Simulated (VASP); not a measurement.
# Pd (Fm-3m) in VASP: notebook, part 2 of 2

VASP 6.6.1.

### Step 4. Single point, r2SCAN, collinear spin, ferromagnetic start

POSCAR reads:

```
Pd
1.0
    0.0000000000      1.9567730079      1.9567730079
    1.9567730079      0.0000000000      1.9567730079
    1.9567730079      1.9567730079      0.0000000000
Pd
1
Direct
    0.0000000000      0.0000000000      0.0000000000
```

INCAR.step1 reads:

```
SYSTEM = Pd
PREC = Accurate
ENCUT = 520
ISMEAR = -1
SIGMA = 0.05
LREAL = .False.
LASPH = .True.
NELM = 150
ISPIN = 2
MAGMOM = 0.436
LMAXMIX = 4
NBANDS = 15
GGA = PE
ALGO = Normal
EDIFF = 1E-4
LWAVE = .True.
LCHARG = .False.
```

INCAR.step2 reads:

```
SYSTEM = Pd
PREC = Accurate
ENCUT = 520
EDIFF = 1E-6
ISMEAR = -1
SIGMA = 0.05
LREAL = .False.
LASPH = .True.
NELM = 150
ALGO = Normal
ISIF = 2
LWAVE = .False.
LCHARG = .False.
ISPIN = 2
MAGMOM = 0.436
LORBIT = 11
LMAXMIX = 4
METAGGA = R2SCAN
LMIXTAU = .True.
NBANDS = 15
ISTART = 1
```

KPOINTS reads:

```
Automatic mesh
0
Gamma
  11 11 11
  0 0 0
```

Potentials or basis: VASP PAW PBE potentials, release 64 (Pd).

On the command line:

```bash
$ cat potpaw_PBE.64/Pd/POTCAR > POTCAR
$ cp INCAR.step1 INCAR
$ mpirun -np 1 vasp_std > vasp.out
$ cp INCAR.step2 INCAR
$ mpirun -np 1 vasp_std > vasp.out
```

OUTCAR:

```text
SYSTEM = Pd
   PREC = Accurate
   ENCUT = 520
   EDIFF = 1E-6
   ISMEAR = -1
   LREAL = .False.
   LASPH = .True.
   NELM = 150
   ISIF = 2
   ISPIN = 2
   LORBIT = 11
   METAGGA = R2SCAN
   ISTART = 1

 ion  position               nearest neighbor table
   1  0.000  0.000  0.000-

  LATTYP: Found a face centered cubic cell.
 ALAT       =     3.9135460158

  Lattice vectors:

 A1 = (   0.0000000000,   1.9567730079,   1.9567730079)
 A2 = (   1.9567730079,   0.0000000000,   1.9567730079)
 A3 = (   1.9567730079,   1.9567730079,   0.0000000000)

Analysis of symmetry for initial positions (statically):
=====================================================================
 Subroutine PRICEL returns:
 Original cell was already a primitive cell.

 Routine SETGRP: Setting up the symmetry group for a
 face centered cubic supercell.

 Subroutine GETGRP returns: Found 48 space group operations
 (whereof 48 operations were pure point group operations)
 out of a pool of 48 trial point group operations.

The static configuration has the point symmetry O_h .

Analysis of symmetry for dynamics (positions and initial velocities):
=====================================================================
 Subroutine PRICEL returns:
 Original cell was already a primitive cell.

 Routine SETGRP: Setting up the symmetry group for a
 face centered cubic supercell.

 Subroutine GETGRP returns: Found 48 space group operations
 (whereof 48 operations were pure point group operations)
 out of a pool of 48 trial point group operations.

The dynamic configuration has the point symmetry O_h .

Analysis of structural, dynamic, and magnetic symmetry:
=====================================================================
 Subroutine PRICEL returns:
 Original cell was already a primitive cell.

 Routine SETGRP: Setting up the symmetry group for a
 face centered cubic supercell.

 Subroutine GETGRP returns: Found 48 space group operations
 (whereof 48 operations were pure point group operations)
 out of a pool of 48 trial point group operations.

The overall configuration has the point symmetry O_h .

 Subroutine INISYM returns: Found 48 space group operations
 (whereof 48 operations are pure point group operations),
 and found     1 'primitive' translations

----------------------------------------------------------------------------------------

                                     Primitive cell

  volume of cell :      14.9848

  direct lattice vectors                    reciprocal lattice vectors
     0.000000000  1.956773008  1.956773008    -0.255522740  0.255522740  0.255522740
     1.956773008  0.000000000  1.956773008     0.255522740 -0.255522740  0.255522740
     1.956773008  1.956773008  0.000000000     0.255522740  0.255522740 -0.255522740

  length of vectors
     2.767294926  2.767294926  2.767294926     0.442578368  0.442578368  0.442578368

  position of ions in fractional coordinates (direct lattice)
     0.000000000  0.000000000  0.000000000

  ion indices of the primitive-cell ions
   primitive index   ion index
                 1           1

----------------------------------------------------------------------------------------

 KPOINTS: Automatic mesh

Automatic generation of k-mesh.
 Grid dimensions read from file:
 generate k-points for:   11   11   11

 Generating k-lattice:

  Cartesian coordinates                     Fractional coordinates (reciprocal lattice)
    -0.023229340  0.023229340  0.023229340     0.090909091  0.000000000  0.000000000
     0.023229340 -0.023229340  0.023229340     0.000000000  0.090909091  0.000000000
     0.023229340  0.023229340 -0.023229340     0.000000000  0.000000000  0.090909091
[... 67 lines left out ...]
   PSTRESS=    0.0 pullay stress
   NELECT =      10.0000    total number of electrons
   NUPDOWN=      -1.0000    fix difference up-down
   EMIN   =  10.00;   EMAX   =-10.00  energy-range for DOS
   EFERMI =   0.00;   METHOD = LEGACY
   ISMEAR =    -1;   SIGMA  =   0.05  broadening in eV -4-tet -1-fermi 0-gaus
   EFERMI_NEDOS =   21; number of points for ismear=-14 and -15
   IALGO  =     38    algorithm
   IMIX   =      4    mixing-type and parameters
     AMIX     =   0.40;   BMIX     =  1.00
     AMIX_MAG =   1.60;   BMIX_MAG =  1.00
  volume/ion in A,a.u.               =      14.98       101.12
  Fermi-wavevector in a.u.,A,eV,Ry     =   1.430620  2.703480 27.846696  2.046674
  Thomas-Fermi vector in A             =   2.550446
   LORBIT       =     11    0 simple, 1 ext, 2 COOP (PROOUT), +10 PAW based schemes
   METAGGA = R2SCAN    functional components
   LHFCALC =     F    Hartree Fock is set to
   AEXX    =    0.0000 exact exchange contribution
   IVDW    =     0    specifies the selected vdW correction
   LEPSILON=     F    determine dielectric tensor
   LRPA    =     F    only Hartree local field effects (RPA)
 spin polarized calculation
  energy-cutoff  :      520.00
  volume of cell :       14.98
 maximum number of plane-waves:       415
 NGX is ok and might be reduce to    24
   NGX = 11   NGY = 11   NGZ = 11

 number of electron       9.9999999 magnetization       0.5086940

 Free energy of the ion-electron system (eV)
  ---------------------------------------------------
  ext. energy  EPLUGINS =         0.00000000
  ---------------------------------------------------
  free energy    TOTEN  =       -22.95903839 eV

  energy without entropy =      -22.94876445  energy(sigma->0) =      -22.95390142

 E-fermi :   9.4645     XC(G=0): -14.0189

 val. band max:        9.4383185451   @ k =  -0.3636   0.3636   0.0000
 cond. band min:       9.4649646997   @ k =  -0.4545   0.1818   0.0909
 fundamental gap:      0.0266461546
 Fermi energy:         9.4644570967

 spin component 1

 k-point     1 :       0.0000    0.0000    0.0000
  band No.  band energies     occupation
      1       2.2785      1.00000
      2       6.2122      1.00000
      3       6.2122      1.00000
      4       6.2122      1.00000
      5       7.8619      1.00000
      6       7.8619      1.00000
      7      27.3522      0.00000
      8      31.1720      0.00000
      9      32.2371      0.00000
     10      32.2371      0.00000
     11      32.2371      0.00000
     12      37.7392      0.00000
     13      40.7489      0.00000
     14      40.7489      0.00000
[... 403 lines left out ...]
      4       7.1146      1.00000
      5       7.2278      1.00000
      6       9.2937      0.96820
      7      25.0095      0.00000
      8      25.8274      0.00000
      9      31.0813      0.00000
     10      31.5234      0.00000
     11      32.8502      0.00000
     12      35.2461      0.00000
     13      39.3076      0.00000
     14      39.5254      0.00000
     15      42.1580      0.00000

 [... further k-points ...]

 spin component 2

 k-point     1 :       0.0000    0.0000    0.0000
  band No.  band energies     occupation
      1       2.2758      1.00000
      2       6.7864      1.00000
      3       6.7864      1.00000
      4       6.7864      1.00000
      5       8.2682      1.00000
      6       8.2682      1.00000
      7      27.3516      0.00000
      8      32.2646      0.00000
      9      32.2646      0.00000
     10      32.2646      0.00000
     11      32.5254      0.00000
     12      37.7367      0.00000
     13      40.9029      0.00000
     14      40.9029      0.00000
[... 403 lines left out ...]
      4       7.6070      1.00000
      5       7.7178      1.00000
      6       9.7631      0.00254
      7      25.1201      0.00000
      8      25.9915      0.00000
      9      31.4535      0.00000
     10      32.5943      0.00000
     11      32.8837      0.00000
     12      35.3765      0.00000
     13      39.5203      0.00000
     14      39.6674      0.00000
     15      42.4891      0.00000

 [... further k-points ...]
[... 5 lines left out ...]
  --------------------------------------------------------------------------------------
  -------------------------------------------------------------------------------------
  Total        0.0724421      0.0724421      0.0724421      0.0000000      0.0000000      0.0000000
  in kB        7.7455158      7.7455158      7.7455158      0.0000000      0.0000000      0.0000000
  external PRESSURE =       7.7455158 kB  Pullay stress =       0.0000000 kB

 VOLUME and BASIS-vectors are now :
 -----------------------------------------------------------------------------
  energy-cutoff  :      520.00
  volume of cell :       14.98
      direct lattice vectors                 reciprocal lattice vectors
     0.000000000  1.956773008  1.956773008    -0.255522740  0.255522740  0.255522740
     1.956773008  0.000000000  1.956773008     0.255522740 -0.255522740  0.255522740
     1.956773008  1.956773008  0.000000000     0.255522740  0.255522740 -0.255522740

 POSITION                                       TOTAL-FORCE (eV/Angst)
 -----------------------------------------------------------------------------------
      0.00000      0.00000      0.00000        -0.000000      0.000000     -0.000000
 -----------------------------------------------------------------------------------
    total drift:                               -0.000000     -0.000000     -0.000000

  FREE ENERGIE OF THE ION-ELECTRON SYSTEM (eV)
  ---------------------------------------------------
  free  energy   TOTEN  =       -22.9590383904 eV

  energy  without entropy=      -22.9487644542  energy(sigma->0) =      -22.95390142

 total charge

# of ion       s       p       d       tot
------------------------------------------
    1        0.509   0.450   8.488   9.446

 magnetization (x)

# of ion       s       p       d       tot
------------------------------------------
    1        0.005  -0.011   0.519   0.513
```

It took 95 s on 1 thread of AMD EPYC 7R13 (Zen 3), shared host; peak memory 0.14 GiB.

What came out:

```
Free energy                                           : -22.9590 eV
Pressure                                              : 0.8 GPa
Net moment                                            : 0.51 μB per cell
Site moments                                          : Pd +0.51 μB
Valence electrons inside the program's atomic spheres : Pd 9.45
```

Caveat: the PAW data sets were made with another functional, which shifts forces and pressure a little.

### Step 5. Single point, r2SCAN, collinear spin, ferromagnetic start

POSCAR is that of step 4.

INCAR.step1 reads:

```
SYSTEM = Pd
ALGO = Normal
EDIFF = 1E-4
ENCUT = 520
GGA = PE
ISMEAR = -1
ISPIN = 2
LASPH = .TRUE.
LCHARG = .FALSE.
LMAXMIX = 4
LREAL = .FALSE.
LWAVE = .TRUE.
MAGMOM = 0.436
NBANDS = 15
NELM = 150
PREC = Accurate
SIGMA = 0.05
```

INCAR.step2 reads:

```
SYSTEM = Pd
ALGO = Normal
EDIFF = 1E-6
ENCUT = 520
ISIF = 2
ISMEAR = -1
ISPIN = 2
ISTART = 1
LASPH = .TRUE.
LCHARG = .FALSE.
LMAXMIX = 4
LMIXTAU = .TRUE.
LORBIT = 11
LREAL = .FALSE.
LWAVE = .FALSE.
MAGMOM = 0.436
METAGGA = R2SCAN
NBANDS = 15
NELM = 150
PREC = Accurate
SIGMA = 0.05
```

KPOINTS reads:

```
k-points
0
G
  14 14 14
  0 0 0
```

On the command line:

```bash
$ cat potpaw_PBE.64/Pd/POTCAR > POTCAR
$ cp INCAR.step1 INCAR
$ mpirun -np 1 vasp_std > vasp.out
$ cp INCAR.step2 INCAR
$ mpirun -np 1 vasp_std > vasp.out
```

Wall time 2.9 min (1 thread of AMD EPYC 7R13 (Zen 3), shared host); peak memory 0.15 GiB.

It converged, with:

```
Free energy                                           : -22.9640 eV
Pressure                                              : 0.6 GPa
Net moment                                            : 0.48 μB per cell
Site moments                                          : Pd +0.48 μB
Valence electrons inside the program's atomic spheres : Pd 9.45
```

Levels at points of the mesh, in eV from the Fermi level:
Spin up:
```
           k point  band 1  band 2  band 3  band 4  band 5  band 6  band 7  band 8  band 9  band 10
(0.00, 0.00, 0.00)   -7.17   -3.23   -3.23   -3.23   -1.58   -1.58   17.90   21.76   22.78    22.78
(0.50, 0.00, 0.00)   -5.59   -3.24   -3.24   -0.42   -0.42    1.23    7.30   17.30   21.77    21.80
(0.50, 0.50, 0.00)   -5.63   -5.47   -0.41   -0.14   -0.14    3.55   10.92   13.70   13.70    21.38
```
Spin down:
```csv
k point,band 1,band 2,band 3,band 4,band 5,band 6,band 7,band 8,band 9,band 10
"(0.00, 0.00, 0.00)",-7.19,-2.68,-2.68,-2.68,-1.20,-1.20,17.89,22.80,22.80,22.80
"(0.50, 0.00, 0.00)",-5.24,-2.82,-2.82,0.12,0.12,1.19,7.64,17.28,21.92,21.92
"(0.50, 0.50, 0.00)",-5.41,-5.03,-0.02,0.51,0.51,3.54,11.14,13.75,13.75,22.01
```

Caveat: the PAW data sets were made with another functional, which shifts forces and pressure a little.

### Step 6. Overview

```csv
k mesh,gap on the mesh (eV),pressure (GPa),moment (μB)
7 × 7 × 7,none,0.8,0.38
8 × 8 × 8,none,0.6,0.00
11 × 11 × 11,none,0.8,0.51
14 × 14 × 14,none,0.6,0.48
```

Alike in all rows: task single point; level r2SCAN; potentials or basis VASP PAW PBE potentials, release 64 (Pd); spin collinear, ferromagnetic start; cell as given; cutoff (eV) 520; smearing fermi-dirac 0.05 eV.

Caveats: some runs use coarse meshes; the PAW data sets were made with another functional, which shifts forces and pressure a little.

Total energies depend on the potentials used, so only differences within one code and one set of settings carry meaning.
